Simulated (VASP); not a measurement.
# MgS (P1) in VASP: notebook

The runs below take MgS through single point, with PBEsol+D3(BJ).

Everything below comes from runs of VASP 6.6.1. Logs are shortened: lines on timing, memory, paths and dates and some standing lists are left out, and cuts for length are marked.

## 1. The cell of the first run

The typed cell holds 8 atoms: a = 8.013 Å, b = 8.013 Å, c = 4.007 Å, α = 60.00°, β = 60.00°, γ = 60.00°.

## 2. Single point, PBEsol+D3(BJ)

INCAR reads:

```
  PREC = Accurate
  ENCUT = 520
  EDIFF = 1E-6
  ISMEAR = 0
  SIGMA = 0.01
  LREAL = False
  LASPH = True
  NELM = 120
  ALGO = Normal
  ISIF = 2
  LWAVE = False
  LCHARG = False
  GGA = PS
  IVDW = 12
  NBANDS = 26
  GGA_COMPAT = False
```

KPOINTS reads:

```
Automatic mesh
0
Gamma
  2 2 2
  0.5 0.5 0.5
```

POSCAR reads:

```
MgS
1.0
    0.0000000000      5.6662400000      5.6662400000
    5.6662400000      0.0000000000      5.6662400000
    2.8331200000      2.8331200000      0.0000000000
Mg S
4 4
Direct
    0.0169273628     -0.0154503692     -0.0329811303
   -0.0227757737      0.5044131558      0.0112324928
    0.5088359300      0.0100102537      0.0327008739
    0.4954809539      0.4933991501     -0.0027182047
    0.1301505937      0.1287904325      0.2242765926
    0.1172538579      0.6169540118      0.2520495073
    0.6451884318      0.1231838927      0.2781652383
    0.6085679392      0.6368545985      0.2392666036
```

Potentials or basis: VASP PAW PBE potentials, release 64 (Mg, S).

Command:

```console
$ cat potpaw_PBE.64/Mg/POTCAR potpaw_PBE.64/S/POTCAR > POTCAR
$ mpirun -np 1 vasp_std > vasp.out
```

OUTCAR:

```text
PREC = Accurate
   ENCUT = 520
   EDIFF = 1E-6
   ISMEAR = 0
   LREAL = False
   LASPH = True
   NELM = 120
   ISIF = 2
   GGA = PS
   IVDW = 12
 IVDW          = 12

 ion  position               nearest neighbor table
   1  0.017  0.985  0.967-   6 2.41   5 2.43   7 2.45   5 2.53
   2  0.977  0.504  0.011-   8 2.41   6 2.44   5 2.47   6 2.49
   3  0.509  0.010  0.033-   7 2.44   8 2.46   7 2.47   5 2.49
   4  0.495  0.493  0.997-   7 2.44   8 2.47   6 2.47   8 2.48
   5  0.130  0.129  0.224-   1 2.43   2 2.47   3 2.49   1 2.53
   6  0.117  0.617  0.252-   1 2.41   2 2.44   4 2.47   2 2.49
   7  0.645  0.123  0.278-   3 2.44   4 2.44   1 2.45   3 2.47
   8  0.609  0.637  0.239-   2 2.41   3 2.46   4 2.47   4 2.48

  LATTYP: Found a base centered orthorhombic cell.
 ALAT       =     8.0132734557
 B/A-ratio  =     1.4142135624
 C/A-ratio  =     0.5000000000

  Lattice vectors:

 A1 = (  -2.8331200000,   2.8331200000,  -5.6662400000)
 A2 = (  -2.8331200000,   2.8331200000,   5.6662400000)
 A3 = (   2.8331200000,   2.8331200000,   0.0000000000)

Analysis of symmetry for initial positions (statically):
=====================================================================
 Subroutine PRICEL returns:
 Original cell was already a primitive cell.

 Routine SETGRP: Setting up the symmetry group for a
 base centered orthorhombic supercell.

 Subroutine GETGRP returns: Found  1 space group operations
 (whereof  1 operations were pure point group operations)
 out of a pool of  8 trial point group operations.

The static configuration has the point symmetry C_1 .

Analysis of symmetry for dynamics (positions and initial velocities):
=====================================================================
 Subroutine PRICEL returns:
 Original cell was already a primitive cell.

 Routine SETGRP: Setting up the symmetry group for a
 base centered orthorhombic supercell.

 Subroutine GETGRP returns: Found  1 space group operations
 (whereof  1 operations were pure point group operations)
 out of a pool of  8 trial point group operations.

The dynamic configuration has the point symmetry C_1 .

 Subroutine INISYM returns: Found  1 space group operations
 (whereof  1 operations are pure point group operations),
 and found     1 'primitive' translations

----------------------------------------------------------------------------------------

                                     Primitive cell

  volume of cell :     181.9219

  direct lattice vectors                    reciprocal lattice vectors
     0.000000000  5.666240000  5.666240000    -0.088241938  0.088241938  0.088241938
     5.666240000  0.000000000  5.666240000     0.088241938 -0.088241938  0.088241938
     2.833120000  2.833120000  0.000000000     0.176483876  0.176483876 -0.176483876

  length of vectors
     8.013273456  8.013273456  4.006636728     0.152839520  0.152839520  0.305679041

  position of ions in fractional coordinates (direct lattice)
     0.016927363  0.984549631  0.967018870
     0.977224226  0.504413156  0.011232493
     0.508835930  0.010010254  0.032700874
     0.495480954  0.493399150  0.997281795
     0.130150594  0.128790432  0.224276593
     0.117253858  0.616954012  0.252049507
     0.645188432  0.123183893  0.278165238
     0.608567939  0.636854599  0.239266604

  ion indices of the primitive-cell ions
   primitive index   ion index
                 1           1
                 2           2
                 3           3
                 4           4
                 5           5
                 6           6
                 7           7
                 8           8

----------------------------------------------------------------------------------------

 KPOINTS: Automatic mesh

Automatic generation of k-mesh.
 Grid dimensions read from file:
 generate k-points for:    2    2    2

 Generating k-lattice:

  Cartesian coordinates                     Fractional coordinates (reciprocal lattice)
    -0.044120969  0.044120969  0.044120969     0.500000000  0.000000000  0.000000000
     0.044120969 -0.044120969  0.044120969     0.000000000  0.500000000  0.000000000
     0.088241938  0.088241938 -0.088241938     0.000000000  0.000000000  0.500000000

  Length of vectors
     0.076419760  0.076419760  0.152839520

  Shift w.r.t. Gamma in fractional coordinates (k-lattice)
     0.500000000  0.500000000  0.500000000

 Subroutine IBZKPT returns following result:
 ===========================================

 Found      4 irreducible k-points:

 Following reciprocal coordinates:
            Coordinates               Weight
  0.250000  0.250000  0.250000      2.000000
 -0.250000  0.250000  0.250000      2.000000
 -0.250000  0.250000 -0.250000      2.000000
 -0.250000 -0.250000  0.250000      2.000000
   k-points           NKPTS =      4   k-points in BZ     NKDIM =      4   number of bands    NBANDS=     26
   number of dos      NEDOS =    301   number of ions     NIONS =      8
   total plane-waves  NPLWV = 108000
   dimension x,y,z NGX =    60 NGY =   60 NGZ =   30
   dimension x,y,z NGXF=   120 NGYF=  120 NGZF=   60
   ions per type =               4   4
   NGX,Y,Z   is equivalent  to a cutoff of  12.45, 12.45, 12.45 a.u.
   NGXF,Y,Z  is equivalent  to a cutoff of  24.90, 24.90, 24.90 a.u.
 SYSTEM =  unknown system
   PREC   = accura    normal or accurate (medium, high low for compatibility)
   ISTART =      0    job   : 0-new  1-cont  2-samecut
   ICHARG =      2    charge: 1-file 2-atom 10-const
   ISPIN  =      1    spin polarized calculation?
   LNONCOLLINEAR =      F non collinear calculations
   LSORBIT =      F    spin-orbit coupling
   LASPH  =      T    aspherical Exc in radial PAW
   ENCUT  =  520.0 eV  38.22 Ry    6.18 a.u.  14.90 14.90  7.45*2*pi/ulx,y,z
   NELM   =    120;   NELMIN=  2; NELMDL= -5     # of ELM steps
   EDIFF  = 0.1E-05   stopping-criterion for ELM
   LREAL  =      F    real-space projection
[... 7 lines left out ...]
   TEBEG  =    0.0;   TEEND  =   0.0 temperature during run
   PSTRESS=    0.0 pullay stress
   NELECT =      32.0000    total number of electrons
   NUPDOWN=      -1.0000    fix difference up-down
   EMIN   =  10.00;   EMAX   =-10.00  energy-range for DOS
   EFERMI =   0.00;   METHOD = LEGACY
   ISMEAR =     0;   SIGMA  =   0.01  broadening in eV -4-tet -1-fermi 0-gaus
   EFERMI_NEDOS =   21; number of points for ismear=-14 and -15
   IALGO  =     38    algorithm
   IMIX   =      4    mixing-type and parameters
     AMIX     =   0.40;   BMIX     =  1.00
     AMIX_MAG =   1.60;   BMIX_MAG =  1.00
  volume/ion in A,a.u.               =      22.74       153.46
  Fermi-wavevector in a.u.,A,eV,Ry     =   0.917269  1.733386 11.447693  0.841382
  Thomas-Fermi vector in A             =   2.042218
   LORBIT       =      0    0 simple, 1 ext, 2 COOP (PROOUT), +10 PAW based schemes
   GGA     = PS    functional components
   LHFCALC =     F    Hartree Fock is set to
   AEXX    =    0.0000 exact exchange contribution
   IVDW    =    12    specifies the selected vdW correction
   LEPSILON=     F    determine dielectric tensor
   LRPA    =     F    only Hartree local field effects (RPA)
 non-spin polarized calculation
 Gauss-broadening in eV      SIGMA  =   0.01
  energy-cutoff  :      520.00
  volume of cell :      181.92
 maximum number of plane-waves:      4920
   NGX = 29   NGY = 29   NGZ = 15

 number of electron      31.9999999 magnetization

 Free energy of the ion-electron system (eV)
  ---------------------------------------------------
  ext. energy  EPLUGINS =         0.00000000
  ---------------------------------------------------
  free energy    TOTEN  =       -36.02074311 eV

  energy without entropy =      -36.02074311  energy(sigma->0) =      -36.02074311

 E-fermi :   0.9900     XC(G=0):  -8.5911

 val. band max:        0.9184688186   @ k =   0.2500   0.2500   0.2500
 cond. band min:       5.5860156708   @ k =   0.2500   0.2500   0.2500
 fundamental gap:      4.6675468523
 Fermi energy:         0.9899591122

 k-point     1 :       0.2500    0.2500    0.2500
  band No.  band energies     occupation
      1     -10.0933      2.00000
      2      -9.5612      2.00000
      3      -9.4886      2.00000
      4      -9.3442      2.00000
      5      -1.8946      2.00000
      6      -1.8318      2.00000
      7      -1.5359      2.00000
      8      -0.9520      2.00000
      9      -0.4437      2.00000
     10      -0.3511      2.00000
     11      -0.2363      2.00000
     12       0.1131      2.00000
     13       0.3126      2.00000
     14       0.3449      2.00000
     15       0.6171      2.00000
     16       0.9185      2.00000
     17       5.5860      0.00000
     18       5.6906      0.00000
     19       6.7690      0.00000
     20       6.8513      0.00000
     21       7.3531      0.00000
     22       7.3716      0.00000
     23       7.8485      0.00000
     24       8.3133      0.00000
     25       8.9479      0.00000
     26       9.2071      0.00000

 k-point     2 :      -0.2500    0.2500    0.2500
  band No.  band energies     occupation
      1      -9.8766      2.00000
      2      -9.7674      2.00000
      3      -9.5134      2.00000
      4      -9.3711      2.00000
      5      -1.5686      2.00000
      6      -1.4443      2.00000
      7      -1.1436      2.00000
      8      -1.1091      2.00000
      9      -0.9028      2.00000
     10      -0.8496      2.00000
     11       0.0546      2.00000
     12       0.0939      2.00000
     13       0.1558      2.00000
     14       0.2162      2.00000
     15       0.5935      2.00000
     16       0.6364      2.00000
     17       6.3964      0.00000
     18       6.4554      0.00000
     19       6.5392      0.00000
     20       6.6609      0.00000
     21       7.6373      0.00000
     22       7.7552      0.00000
     23       8.0554      0.00000
     24       8.2022      0.00000
     25       8.4264      0.00000
     26       8.4852      0.00000

 k-point     3 :      -0.2500    0.2500   -0.2500
  band No.  band energies     occupation
      1      -9.8401      2.00000
      2      -9.8157      2.00000
      3      -9.4944      2.00000
      4      -9.3782      2.00000
      5      -1.5812      2.00000
      6      -1.4088      2.00000
      7      -1.1706      2.00000
      8      -1.1207      2.00000
      9      -0.9096      2.00000
     10      -0.8186      2.00000
     11      -0.0004      2.00000
     12       0.0795      2.00000
     13       0.1763      2.00000
     14       0.2535      2.00000
     15       0.5548      2.00000
     16       0.6806      2.00000
     17       6.3360      0.00000
     18       6.4240      0.00000
     19       6.5849      0.00000
     20       6.6862      0.00000
     21       7.6658      0.00000
     22       7.8378      0.00000
     23       8.0295      0.00000
     24       8.1720      0.00000
     25       8.3919      0.00000
     26       8.5020      0.00000

 k-point     4 :      -0.2500   -0.2500    0.2500
  band No.  band energies     occupation
      1      -9.8113      2.00000
      2      -9.7328      2.00000
      3      -9.5702      2.00000
      4      -9.4247      2.00000
      5      -1.6609      2.00000
      6      -1.5579      2.00000
      7      -1.5287      2.00000
      8      -1.4881      2.00000
      9      -0.3323      2.00000
     10      -0.2066      2.00000
     11      -0.0120      2.00000
     12       0.0825      2.00000
     13       0.4037      2.00000
     14       0.4649      2.00000
     15       0.4981      2.00000
     16       0.5844      2.00000
     17       5.7287      0.00000
     18       5.8254      0.00000
     19       6.2697      0.00000
     20       6.3544      0.00000
     21       7.3132      0.00000
     22       7.5243      0.00000
     23       7.9393      0.00000
     24       8.0151      0.00000
     25       8.8389      0.00000
     26       8.8908      0.00000

------------------------ aborting loop because EDIFF is reached ----------------------------------------

 Edisp (eV)   -1.87849

 E8    (eV) :    -1.1736

  FORCE on cell =-STRESS in cart. coord.  units (eV):
  Direction    XX          YY          ZZ          XY          YZ          ZX
  --------------------------------------------------------------------------------------
  -------------------------------------------------------------------------------------
  Total      -4.05641    -4.19413    -2.01667    -2.02047    -0.16994     0.13509
  in kB     -35.72461   -36.93748   -17.76070   -17.79422    -1.49670     1.18969
  external pressure =      -30.14 kB  Pullay stress =        0.00 kB

 VOLUME and BASIS-vectors are now :
 -----------------------------------------------------------------------------
  energy-cutoff  :      520.00
  volume of cell :      181.92
      direct lattice vectors                 reciprocal lattice vectors
     0.000000000  5.666240000  5.666240000    -0.088241938  0.088241938  0.088241938
     5.666240000  0.000000000  5.666240000     0.088241938 -0.088241938  0.088241938
     2.833120000  2.833120000  0.000000000     0.176483876  0.176483876 -0.176483876

 POSITION                                       TOTAL-FORCE (eV/Angst)
 -----------------------------------------------------------------------------------
      8.31838      2.83560      5.67461         0.344411      0.081653      0.292222
      2.88995      5.56901      8.39531        -0.303862      0.122776      0.091253
      0.14937      2.97583      2.93991        -0.048120     -0.241318     -0.267745
      5.62114      5.63293      5.60323         0.120008     -0.108513      0.113649
      1.36516      1.37287      1.46722        -0.194632      0.065876     -0.002096
      4.20990      1.37847      4.16020        -0.044824      0.160079      0.031427
      1.48607      4.44387      4.35378         0.009895     -0.200280     -0.092492
      4.28644      4.12616      7.05686         0.117124      0.119728     -0.166217
 -----------------------------------------------------------------------------------
    total drift:                               -0.000059     -0.000219      0.000126

  FREE ENERGIE OF THE ION-ELECTRON SYSTEM (eV)
  ---------------------------------------------------
  free  energy   TOTEN  =       -37.8992370195 eV

  energy  without entropy=      -37.8992370195  energy(sigma->0) =      -37.89923702
```

Run time: 16 s. Hardware: 1 thread of Intel Xeon 6975P-C (Granite Rapids), shared host; peak memory 0.3 GiB.

Results:

```
Free energy                : -37.8992 eV
Pressure                   : -3.0 GPa
Largest force              : 0.459 eV/Å
Band gap on the k mesh     : 4.67 eV
Dispersion energy per atom : -0.235 eV
```

Forces on the atoms (eV/Å):
```
Mg   0.344  0.082  0.292
Mg  -0.304  0.123  0.091
Mg  -0.048 -0.241 -0.268
Mg   0.120 -0.109  0.114
S   -0.195  0.066 -0.002
S   -0.045  0.160  0.031
S    0.010 -0.200 -0.092
S    0.117  0.120 -0.166
```

Caveat: the k points lie up to 0.78 Å⁻¹ apart; three body term missing; the PAW data sets were made with another functional, which shifts forces and pressure a little; a shifted mesh leaves out Γ, where band edges can lie. A k mesh can miss the band edges.

## 3. Single point, PBEsol+D3(BJ)

INCAR reads:

```
  ALGO = Normal
  EDIFF = 1E-6
  ENCUT = 520
  GGA = PS
  GGA_COMPAT = F
  ISIF = 2
  ISMEAR = 0
  IVDW = 12
  LASPH = T
  LCHARG = F
  LREAL = F
  LWAVE = F
  NBANDS = 26
  NELM = 120
  PREC = Accurate
  SIGMA = 0.01
```

KPOINTS is that of step 2.

POSCAR reads:

```
MgS
1.0
    0.0000000000      5.6662400000      5.6662400000
    5.6662400000      0.0000000000      5.6662400000
    2.8331200000      2.8331200000      0.0000000000
Mg S
4 4
Direct
    0.0220433656     -0.0060576326     -0.0358925849
   -0.0158200147      0.4926155616     -0.0072266618
    0.5055211216      0.0079246555      0.0456493195
    0.4856444485      0.5014033998     -0.0023440588
    0.1426682421      0.1224717802      0.2116114037
    0.1159025209      0.6134174514      0.2471806701
    0.6442662153      0.1291290168      0.2820498249
    0.5991423766      0.6381006629      0.2590174437
```

Potentials or basis: VASP PAW PBE potentials, release 64 (Mg, S).

Command:

```console
$ cat potpaw_PBE.64/Mg/POTCAR potpaw_PBE.64/S/POTCAR > POTCAR
$ mpirun -np 1 vasp_std > vasp.out
```

Wall time 16 s (1 thread of Intel Xeon 6975P-C (Granite Rapids), shared host); peak memory 0.3 GiB.

The run converged. Its results:

* Free energy: -37.8647 eV
* Pressure: -3.0 GPa
* Largest force: 0.532 eV/Å
* Band gap on the k mesh: 4.62 eV
* Dispersion energy per atom: -0.235 eV

Forces in eV/Å, atoms in the order of the input:
```
Mg   0.029 -0.053 -0.392
Mg   0.357 -0.108  0.042
Mg  -0.284  0.120  0.354
Mg   0.070  0.320  0.053
S    0.277 -0.017 -0.258
S    0.138 -0.327  0.080
S   -0.152 -0.145 -0.102
S   -0.434  0.210  0.224
```

Stress tensor (GPa, compression positive):
```
-3.68 -1.64 -0.16
-1.64 -3.59 -0.10
-0.16 -0.10 -1.84
```

Levels at points of the mesh, in eV from the valence-band top:
```csv
k point,band 12,band 13,band 14,band 15,band 16,band 17,band 18,band 19,band 20,band 21
"(0.25, 0.25, 0.25)",-0.83,-0.65,-0.56,-0.33,0.00,4.62,4.74,5.81,5.96,6.36
```

Caveat: the k points lie up to 0.78 Å⁻¹ apart; three body term missing; the PAW data sets were made with another functional, which shifts forces and pressure a little; a shifted mesh leaves out Γ, where band edges can lie.
